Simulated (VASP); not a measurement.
Input of a VASP 6.6.1 run:

File POSCAR:

```
NaF
1.0
    0.0388987130      2.3360668010      2.3360668010
    2.3360668010      0.0388987130      2.3360668010
    2.3360668010      2.3360668010      0.0388987130
Na F
1 1
Direct
    0.0000000000      0.0000000000      0.0000000000
    0.5000000000      0.5000000000      0.5000000000
```

Contents of INCAR.step1:

```
SYSTEM = NaF
ALGO     = Normal         ! electronic algorithm
EDIFF    = 1E-4           ! SCF threshold, eV
ENCUT    = 520            ! plane-wave cutoff, eV
GGA      = PE             ! functional
ISMEAR   = 0              ! smearing method
LASPH    = .True.         ! aspherical terms in the spheres
LCHARG   = .False.        ! write CHGCAR
LREAL    = .False.        ! projectors in reciprocal space
LWAVE    = .True.         ! write WAVECAR
NBANDS   = 14             ! bands
NELM     = 60             ! most SCF steps
PREC     = Accurate       ! precision mode
SIGMA    = 0.01           ! smearing width, eV
```

INCAR.step2

```
SYSTEM = NaF
ALGO     = Normal         ! electronic algorithm
EDIFF    = 1E-6           ! SCF threshold, eV
ENCUT    = 520            ! plane-wave cutoff, eV
ISIF     = 2              ! what is computed and relaxed
ISMEAR   = 0              ! smearing method
ISTART   = 1            
LASPH    = .True.         ! aspherical terms in the spheres
LCHARG   = .False.        ! write CHGCAR
LMIXTAU  = .True.       
LREAL    = .False.        ! projectors in reciprocal space
LWAVE    = .False.        ! write WAVECAR
METAGGA  = R2SCAN         ! meta-GGA
NBANDS   = 14             ! bands
NELM     = 60             ! most SCF steps
PREC     = Accurate       ! precision mode
SIGMA    = 0.01           ! smearing width, eV
```

KPOINTS

```
k-points
0
Gamma
  10 10 10
  0 0 0
```

Potentials or basis: VASP PAW PBE potentials, release 64 (Na_pv, F).

Command:

```bash
$ cat potpaw_PBE.64/Na_pv/POTCAR potpaw_PBE.64/F/POTCAR > POTCAR
$ cp INCAR.step1 INCAR
$ mpirun -np 1 vasp_std > vasp.out
$ cp INCAR.step2 INCAR
$ mpirun -np 1 vasp_std > vasp.out
```

Task: Estimate the pressure.

Result: -1.9 GPa.

Task: What does it give for the band gap on the k mesh?

Result: 7.15 eV, direct.

Stress tensor (GPa, compression positive):
```
-1.87 -0.55 -0.55
-0.55 -1.87 -0.55
-0.55 -0.55 -1.87
```

Caveat: the cell differs from its parent crystal (strain along [111] +2.5%); the PAW data sets were made with another functional, which shifts forces and pressure a little. A k mesh can miss the band edges.
